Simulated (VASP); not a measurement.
Runs of VASP 6.6.1 on Sc. The structure is that of space group P6_3/mmc (No. 194), or close to it. The cells are those of the table. 

| cell | gap on the mesh (eV) | pressure (GPa) |
| --- | --- | --- |
| a = 3.336, b = 3.336, c = 5.317 Å, angles 90.0, 90.0, 120.0°, 2 atoms | none | 0.0 |
| a = 3.224, b = 3.224, c = 5.138 Å, angles 90.0, 90.0, 120.0°, 2 atoms | none | 6.3 |
| a = 3.195, b = 3.195, c = 5.091 Å, angles 90.0, 90.0, 120.0°, 2 atoms | none | 8.4 |
| a = 3.416, b = 3.416, c = 5.444 Å, angles 90.0, 90.0, 120.0°, 2 atoms | none | (a) |
| a = 3.390, b = 3.390, c = 5.402 Å, angles 90.0, 90.0, 120.0°, 2 atoms | none | (b) |
| a = 3.309, b = 3.309, c = 5.273 Å, angles 90.0, 90.0, 120.0°, 2 atoms | none | 1.4 |
| a = 3.363, b = 3.363, c = 5.360 Å, angles 90.0, 90.0, 120.0°, 2 atoms | none | -1.2 |
| a = 3.281, b = 3.281, c = 5.229 Å, angles 90.0, 90.0, 120.0°, 2 atoms | none | 2.9 |

Alike in all rows: task single point; level RPBE; potentials or basis VASP PAW PBE potentials, release 64 (Sc_sv); no spin polarisation; k mesh 8 × 8 × 5; cutoff (eV) 520; smearing fermi-dirac 0.01 eV.

Fill in the values left out.

(a) -3.2; (b) -2.2.

Caveats: the PAW data sets were made with another functional, which shifts forces and pressure a little; the cell stands under pressure (at least some runs); the cell stands under tension (at least some runs).

A gap of «none» marks levels without a gap at the run's occupations.
